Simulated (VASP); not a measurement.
A run of VASP 6.6.1 is set up as follows.

File INCAR:

```
PREC = Accurate ; ENCUT = 520
EDIFF = 1E-6 ; ISMEAR = -1
SIGMA = 0.05 ; LREAL = F
LASPH = T ; NELM = 80
ALGO = Normal ; ISIF = 2
LWAVE = F ; LCHARG = T
GGA = PS ; LELF = T
LVHAR = T ; NBANDS = 64
```

The input KPOINTS:

```
regular mesh
0
Gamma
  5 5 5
```

POSCAR

```
RuS2
1.0
    5.5801178573      0.0000000000      0.0000000000
    0.0000000000      5.5801178573      0.0000000000
    0.0000000000      0.0000000000      5.5801178573
Ru S
4 8
Direct
    0.0000000000      0.5000000000      0.5000000000
    0.5000000000      0.5000000000      0.0000000000
    0.5000000000      0.0000000000      0.5000000000
    0.0000000000      0.0000000000      0.0000000000
    0.3862322362      0.1137677638      0.8862322362
    0.1137677638      0.8862322362      0.3862322362
    0.8862322362      0.3862322362      0.1137677638
    0.6137677638      0.6137677638      0.6137677638
    0.6137677638      0.8862322362      0.1137677638
    0.8862322362      0.1137677638      0.6137677638
    0.1137677638      0.6137677638      0.8862322362
    0.3862322362      0.3862322362      0.3862322362
```

Potentials or basis: VASP PAW PBE potentials, release 64 (Ru_pv, S).

The run is started by

```sh
$ cat potpaw_PBE.64/Ru_pv/POTCAR potpaw_PBE.64/S/POTCAR > POTCAR
$ mpirun -np 1 vasp_std > vasp.out
```

**Question.** What does it give for the band gap on the k mesh?

**Answer.** 0.48 eV (least direct gap 0.74 eV).

**Question.** What does it give for the largest force?

**Answer.** 0.030 eV/Å.

Forces on the atoms (eV/Å):
```
Ru   0.000  0.000  0.000
Ru   0.000  0.000  0.000
Ru   0.000  0.000  0.000
Ru   0.000  0.000  0.000
S    0.017 -0.017  0.017
S   -0.017  0.017  0.017
S    0.017  0.017 -0.017
S   -0.017 -0.017 -0.017
S   -0.017  0.017 -0.017
S    0.017 -0.017 -0.017
S   -0.017 -0.017  0.017
S    0.017  0.017  0.017
```

Caveat: the PAW data sets were made with another functional, which shifts forces and pressure a little; an odd mesh through Γ misses points on the zone boundary, where band edges can lie.
